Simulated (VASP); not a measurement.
# MgO (P6_3mc) in VASP: a series of runs

Runs on MgO. Level: PBEsol. Tasks: single point.

Program: VASP 6.6.1. These are calculated values, not measurements. Logs are shortened: lines on timing, memory, paths and dates and some standing lists are left out, and cuts for length are marked.

### Step 1. The cell of the first run

Symmetry: P6_3mc, No. 186, hexagonal system. Conventional cell: a = 3.349 Å, b = 3.349 Å, c = 4.885 Å, α = 90.00°, β = 90.00°, γ = 120.00°. Mg (site symmetry 3m) has 4 O at 1.97 to 2.06 Å within 2.6 Å. Within 2.6 Å of O (site symmetry 3m) lie 4 Mg at 1.97 to 2.06 Å.

### Step 2. Single point, PBEsol (c/a of the conventional cell at fixed volume 1.4587)

Input file INCAR:

```
SYSTEM = MgO
ALGO     = Normal         ! electronic algorithm
EDIFF    = 1E-6           ! SCF threshold, eV
ENCUT    = 520            ! plane-wave cutoff, eV
GGA      = PS             ! functional
ISIF     = 2              ! what is computed and relaxed
ISMEAR   = 0              ! smearing method
LASPH    = .True.         ! aspherical terms in the spheres
LCHARG   = .False.        ! write CHGCAR
LREAL    = .False.        ! projectors in reciprocal space
LWAVE    = .False.        ! write WAVECAR
NBANDS   = 16             ! bands
NELM     = 60             ! most SCF steps
PREC     = Accurate       ! precision mode
SIGMA    = 0.05           ! smearing width, eV
```

Input file KPOINTS:

```
k-points
0
Gamma
  9 9 6
  0 0 0
```

Input file POSCAR:

```
MgO
1.0
    3.3486902732      0.0000000000      0.0000000000
   -1.6743451366      2.9000508460      0.0000000000
    0.0000000000      0.0000000000      4.8847345015
Mg O
2 2
Direct
    0.3333333333      0.6666666667     -0.0199501180
    0.6666666667      0.3333333333      0.4800498820
    0.3333333333      0.6666666667      0.4009416620
    0.6666666667      0.3333333333      0.9009416620
```

Potentials or basis: VASP PAW PBE potentials, release 64 (Mg, O).

Run with:

```
$ cat potpaw_PBE.64/Mg/POTCAR potpaw_PBE.64/O/POTCAR > POTCAR
$ mpirun -np 1 vasp_std > vasp.out
```

OUTCAR:

```text
SYSTEM = MgO
   EDIFF = 1E-6
   ENCUT = 520
   GGA = PS
   ISIF = 2
   ISMEAR = 0
   LASPH = .True.
   LREAL = .False.
   NELM = 60
   PREC = Accurate

 ion  position               nearest neighbor table
   1  0.333  0.667  0.980-   4 1.97   4 1.97   4 1.97   3 2.06   2 3.11   2 3.11   2 3.11   2 3.11
                             2 3.11   2 3.11
   2  0.667  0.333  0.480-   3 1.97   3 1.97   3 1.97   4 2.06   1 3.11   1 3.11   1 3.11   1 3.11
                             1 3.11   1 3.11
   3  0.333  0.667  0.401-   2 1.97   2 1.97   2 1.97   1 2.06
   4  0.667  0.333  0.901-   1 1.97   1 1.97   1 1.97   2 2.06

  LATTYP: Found a hexagonal cell.
 ALAT       =     3.3486902732
 C/A-ratio  =     1.4587000000

  Lattice vectors:

 A1 = (   3.3486902732,   0.0000000000,   0.0000000000)
 A2 = (  -1.6743451366,   2.9000508460,   0.0000000000)
 A3 = (   0.0000000000,   0.0000000000,   4.8847345015)

Analysis of symmetry for initial positions (statically):
=====================================================================
 Subroutine PRICEL returns:
 Original cell was already a primitive cell.

 Routine SETGRP: Setting up the symmetry group for a
 hexagonal supercell.

 Subroutine GETGRP returns: Found 12 space group operations
 (whereof  6 operations were pure point group operations)
 out of a pool of 24 trial point group operations.

The static configuration has the point symmetry C_3v.
 The point group associated with its full space group is C_6v.

Analysis of symmetry for dynamics (positions and initial velocities):
=====================================================================
 Subroutine PRICEL returns:
 Original cell was already a primitive cell.

 Routine SETGRP: Setting up the symmetry group for a
 hexagonal supercell.

 Subroutine GETGRP returns: Found 12 space group operations
 (whereof  6 operations were pure point group operations)
 out of a pool of 24 trial point group operations.

The dynamic configuration has the point symmetry C_3v.
 The point group associated with its full space group is C_6v.

 Subroutine INISYM returns: Found 12 space group operations
 (whereof  6 operations are pure point group operations),
 and found     1 'primitive' translations

----------------------------------------------------------------------------------------

                                     Primitive cell

  volume of cell :      47.4375

  direct lattice vectors                    reciprocal lattice vectors
     3.348690273  0.000000000  0.000000000     0.298624214  0.172410770  0.000000000
    -1.674345137  2.900050846  0.000000000     0.000000000  0.344821540  0.000000000
     0.000000000  0.000000000  4.884734501     0.000000000  0.000000000  0.204719417

  length of vectors
     3.348690273  3.348690273  4.884734501     0.344821540  0.344821540  0.204719417

  position of ions in fractional coordinates (direct lattice)
     0.333333333  0.666666667  0.980049882
     0.666666667  0.333333333  0.480049882
     0.333333333  0.666666667  0.400941662
     0.666666667  0.333333333  0.900941662

  ion indices of the primitive-cell ions
   primitive index   ion index
                 1           1
                 2           2
                 3           3
                 4           4

----------------------------------------------------------------------------------------

 KPOINTS: k-points

Automatic generation of k-mesh.
 Grid dimensions read from file:
 generate k-points for:    9    9    6

 Generating k-lattice:

  Cartesian coordinates                     Fractional coordinates (reciprocal lattice)
     0.033180468  0.019156752  0.000000000     0.111111111  0.000000000  0.000000000
     0.000000000  0.038313504  0.000000000     0.000000000  0.111111111  0.000000000
     0.000000000  0.000000000  0.034119903     0.000000000  0.000000000  0.166666667

  Length of vectors
     0.038313504  0.038313504  0.034119903

  Shift w.r.t. Gamma in fractional coordinates (k-lattice)
     0.000000000  0.000000000  0.000000000

 Subroutine IBZKPT returns following result:
 ===========================================

 Found     48 irreducible k-points:

 Following reciprocal coordinates:
            Coordinates               Weight
  0.000000  0.000000  0.000000      1.000000
  0.111111  0.000000  0.000000      6.000000
  0.222222  0.000000  0.000000      6.000000
  0.333333 -0.000000  0.000000      6.000000
  0.444444  0.000000  0.000000      6.000000
  0.111111  0.111111  0.000000      6.000000
[... 16 lines left out ...]
  0.333333  0.222222  0.166667     24.000000
  0.333333  0.333333  0.166667      4.000000
 [... further k-points ...]
   k-points           NKPTS =     48   k-points in BZ     NKDIM =     48   number of bands    NBANDS=     16
   number of dos      NEDOS =    301   number of ions     NIONS =      4
   total plane-waves  NPLWV =  28224
   dimension x,y,z NGX =    28 NGY =   28 NGZ =   36
   dimension x,y,z NGXF=    56 NGYF=   56 NGZF=   72
   ions per type =               2   2
   NGX,Y,Z   is equivalent  to a cutoff of  13.90, 13.90, 12.25 a.u.
   NGXF,Y,Z  is equivalent  to a cutoff of  27.80, 27.80, 24.50 a.u.
 SYSTEM =  MgO
   PREC   = accura    normal or accurate (medium, high low for compatibility)
   ISTART =      0    job   : 0-new  1-cont  2-samecut
   ICHARG =      2    charge: 1-file 2-atom 10-const
   ISPIN  =      1    spin polarized calculation?
   LNONCOLLINEAR =      F non collinear calculations
   LSORBIT =      F    spin-orbit coupling
   LASPH  =      T    aspherical Exc in radial PAW
   ENCUT  =  520.0 eV  38.22 Ry    6.18 a.u.   6.23  6.23  9.08*2*pi/ulx,y,z
   NELM   =     60;   NELMIN=  2; NELMDL= -5     # of ELM steps
   EDIFF  = 0.1E-05   stopping-criterion for ELM
   LREAL  =      F    real-space projection
   EDIFFG = 0.1E-04   stopping-criterion for IOM
   NSW    =      0    number of steps for IOM
   IBRION =     -1    ionic relax: 0-MD 1-quasi-New 2-CG
   NFREE  =      0    steps in history (QN), initial steepest desc. (CG)
   ISIF   =      2    stress and relaxation
   ISYM   =      2    0-nonsym 1-usesym 2-fastsym
   POTIM  = 0.5000    time-step for ionic-motion
   TEBEG  =    0.0;   TEEND  =   0.0 temperature during run
   PSTRESS=    0.0 pullay stress
   NELECT =      16.0000    total number of electrons
   NUPDOWN=      -1.0000    fix difference up-down
   EMIN   =  10.00;   EMAX   =-10.00  energy-range for DOS
   EFERMI =   0.00;   METHOD = LEGACY
   ISMEAR =     0;   SIGMA  =   0.05  broadening in eV -4-tet -1-fermi 0-gaus
   EFERMI_NEDOS =   21; number of points for ismear=-14 and -15
   IALGO  =     38    algorithm
   IMIX   =      4    mixing-type and parameters
     AMIX     =   0.40;   BMIX     =  1.00
     AMIX_MAG =   1.60;   BMIX_MAG =  1.00
  volume/ion in A,a.u.               =      11.86        80.03
  Fermi-wavevector in a.u.,A,eV,Ry     =   1.139570  2.153475 17.668792  1.298620
  Thomas-Fermi vector in A             =   2.276273
   LORBIT       =      0    0 simple, 1 ext, 2 COOP (PROOUT), +10 PAW based schemes
   GGA     = PS    functional components
   LHFCALC =     F    Hartree Fock is set to
   AEXX    =    0.0000 exact exchange contribution
   IVDW    =     0    specifies the selected vdW correction
   LEPSILON=     F    determine dielectric tensor
   LRPA    =     F    only Hartree local field effects (RPA)
 non-spin polarized calculation
 Gauss-broadening in eV      SIGMA  =   0.05
  energy-cutoff  :      520.00
  volume of cell :       47.44
 maximum number of plane-waves:      1308
 NGX is ok and might be reduce to    28
   NGX = 13   NGY = 13   NGZ = 19

 number of electron      15.9999998 magnetization

 Free energy of the ion-electron system (eV)
  ---------------------------------------------------
  ext. energy  EPLUGINS =         0.00000000
  ---------------------------------------------------
  free energy    TOTEN  =       -24.53419243 eV

  energy without entropy =      -24.53419243  energy(sigma->0) =      -24.53419243

 E-fermi :   1.4412     XC(G=0):  -9.9664

 val. band max:        1.2008231938   @ k =   0.0000   0.0000   0.0000
 cond. band min:       4.3261921588   @ k =   0.0000   0.0000   0.0000
 fundamental gap:      3.1253689650
 Fermi energy:         1.4412008162

 k-point     1 :       0.0000    0.0000    0.0000
  band No.  band energies     occupation
      1     -15.1609      2.00000
      2     -14.2794      2.00000
      3      -2.2583      2.00000
      4       0.1183      2.00000
      5       0.1183      2.00000
      6       0.5329      2.00000
[... 8 lines left out ...]
     15      17.0531      0.00000
     16      17.0531      0.00000

 k-point     2 :       0.1111    0.0000    0.0000
  band No.  band energies     occupation
      1     -15.0998      2.00000
      2     -14.2633      2.00000
      3      -2.1422      2.00000
      4      -0.1617      2.00000
      5       0.0372      2.00000
      6       0.1726      2.00000
[... 8 lines left out ...]
     15      16.7447      0.00000
     16      16.9392      0.00000

 k-point     3 :       0.2222    0.0000    0.0000
  band No.  band energies     occupation
      1     -14.9355      2.00000
      2     -14.2289      2.00000
      3      -1.8136      2.00000
      4      -0.9178      2.00000
      5      -0.3586      2.00000
      6      -0.1336      2.00000
[... 8 lines left out ...]
     15      15.6926      0.00000
     16      15.9710      0.00000

 k-point     4 :       0.3333   -0.0000    0.0000
  band No.  band energies     occupation
      1     -14.7206      2.00000
      2     -14.2109      2.00000
      3      -1.6607      2.00000
      4      -1.3235      2.00000
      5      -0.8058      2.00000
      6      -0.2975      2.00000
[... 8 lines left out ...]
     15      15.0646      0.00000
     16      16.1453      0.00000
[... 324 lines left out ...]
 k-point    22 :       0.2222    0.2222    0.1667
  band No.  band energies     occupation
      1     -14.5848      2.00000
      2     -14.2394      2.00000
      3      -1.6797      2.00000
      4      -1.5308      2.00000
      5      -0.5188      2.00000
      6      -0.4732      2.00000
[... 8 lines left out ...]
     15      14.5264      0.00000
     16      17.1021      0.00000

 k-point    23 :       0.3333    0.2222    0.1667
  band No.  band energies     occupation
      1     -14.4360      2.00000
      2     -14.2659      2.00000
      3      -1.8890      2.00000
      4      -1.3309      2.00000
      5      -0.9320      2.00000
      6      -0.2017      2.00000
[... 8 lines left out ...]
     15      14.2937      0.00000
     16      17.1151      0.00000

 k-point    24 :       0.3333    0.3333    0.1667
  band No.  band energies     occupation
      1     -14.3300      2.00000
      2     -14.3300      2.00000
      3      -1.7582      2.00000
      4      -1.2251      2.00000
      5      -1.2251      2.00000
      6      -0.3334      2.00000
[... 8 lines left out ...]
     15      14.1877      0.00000
     16      18.0146      0.00000

 [... further k-points ...]
[... 5 lines left out ...]
  --------------------------------------------------------------------------------------
  -------------------------------------------------------------------------------------
  Total       -0.1197638     -0.1197638     -1.2569640      0.0000000      0.0000000      0.0000000
  in kB       -4.0449641     -4.0449641    -42.4533397      0.0000000      0.0000000      0.0000000
  external PRESSURE =     -16.8477560 kB  Pullay stress =       0.0000000 kB

 VOLUME and BASIS-vectors are now :
 -----------------------------------------------------------------------------
  energy-cutoff  :      520.00
  volume of cell :       47.44
      direct lattice vectors                 reciprocal lattice vectors
     3.348690273  0.000000000  0.000000000     0.298624214  0.172410770  0.000000000
    -1.674345137  2.900050846  0.000000000     0.000000000  0.344821540  0.000000000
     0.000000000  0.000000000  4.884734501     0.000000000  0.000000000  0.204719417

 POSITION                                       TOTAL-FORCE (eV/Angst)
 -----------------------------------------------------------------------------------
     -0.00000      1.93337      4.78728        -0.000000     -0.000000      0.224037
      1.67435      0.96668      2.34492        -0.000000     -0.000000      0.224037
     -0.00000      1.93337      1.95849        -0.000000      0.000000     -0.224037
      1.67435      0.96668      4.40086         0.000000     -0.000000     -0.224037
 -----------------------------------------------------------------------------------
    total drift:                               -0.000000      0.000000      0.000674

  FREE ENERGIE OF THE ION-ELECTRON SYSTEM (eV)
  ---------------------------------------------------
  free  energy   TOTEN  =       -24.5341924250 eV

  energy  without entropy=      -24.5341924250  energy(sigma->0) =      -24.53419243
```

It took 65 s on 1 thread of AMD EPYC 7R13, shared host; peak memory 0.16 GiB.

What came out:

```yaml
Free_energy: -24.5342 eV
Pressure: -1.7 GPa
Largest_force: 0.224 eV/Å
Band_gap_on_the_k_mesh: 3.13 eV, direct
```

Forces on the atoms (eV/Å):
```
Mg   0.000  0.000  0.224
Mg   0.000  0.000  0.224
O    0.000  0.000 -0.224
O    0.000  0.000 -0.224
```

Caveat: the PAW data sets were made with another functional, which shifts forces and pressure a little.

[end of part 1 of 4]
